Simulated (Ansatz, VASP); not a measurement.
One calculation of MgB2, two programs

File INCAR:

```
SYSTEM = MgB2
PREC = Accurate
ENCUT = 520
EDIFF = 1E-6
ISMEAR = -1
SIGMA = 0.1
LREAL = .FALSE.
LASPH = .TRUE.
NELM = 60
ALGO = Normal
ISIF = 2
LWAVE = .FALSE.
LCHARG = .FALSE.
GGA = PS
NBANDS = 11
```

The input KPOINTS:

```
regular mesh
0
G
  10 10 8
  0 0 0
```

POSCAR

```
MgB2
1.0
    3.1553661407      0.0000000000      0.0000000000
   -1.5776830703      2.7326268569      0.0000000000
    0.0000000000      0.0000000000      3.6033565360
Mg B
1 2
Direct
    0.0000000000      0.0000000000      0.0000000000
    0.3333333333      0.6666666667      0.5000000000
    0.6666666667      0.3333333333      0.5000000000
```

Input for Ansatz:

```yaml
crystal:
  lattice:
    - [3.1553661406594364, 0.0, 0.0]
    - [-1.5776830703297182, 2.7326268569225705, 0.0]
    - [0.0, 0.0, 3.603356535994553]
  atoms:
    - { symbol: Mg, position: [0.0, 0.0, 0.0] }
    - { symbol: B, position: [0.3333333333333333, 0.6666666666666666, 0.5] }
    - { symbol: B, position: [0.6666666666666666, 0.3333333333333333, 0.5] }
basis:
  ecutwfc: 630.0
kpoints:
  mp_grid:
    grid: [10, 10, 8]
hamiltonian:
  xc: pbesol
scf:
  mixing:
    algorithm: broyden
    beta: 0.4
    ndim: 6
  occupations:
    method: fermi_dirac
output:
  stress: true
```

Alike in both runs: task single point; functional PBEsol; k mesh 10 × 10 × 8; no spin polarisation.

|  | VASP | Ansatz |
| --- | --- | --- |
| version | VASP 6.6.1 | Ansatz 0.2.0 |
| potentials or method | VASP PAW PBE potentials, release 64 (Mg, B), cutoff 520 eV | plane waves, PAW |
| occupations | fermi-dirac, width 0.1 eV | fermi-dirac |
| valence electrons in the cell | 8 | 16 |

```tsv
	VASP	Ansatz	Ansatz less VASP
pressure (GPa)	-11.7	-11.7	+0.06
traceless stress, the component that is largest in VASP (GPa)	2.46	2.61	+0.151
```

VASP's potentials were made for PBE, not for PBEsol. VASP's potentials hold 8 valence electrons a cell and Ansatz's 16, so a difference there can come from the potentials and not from the codes.
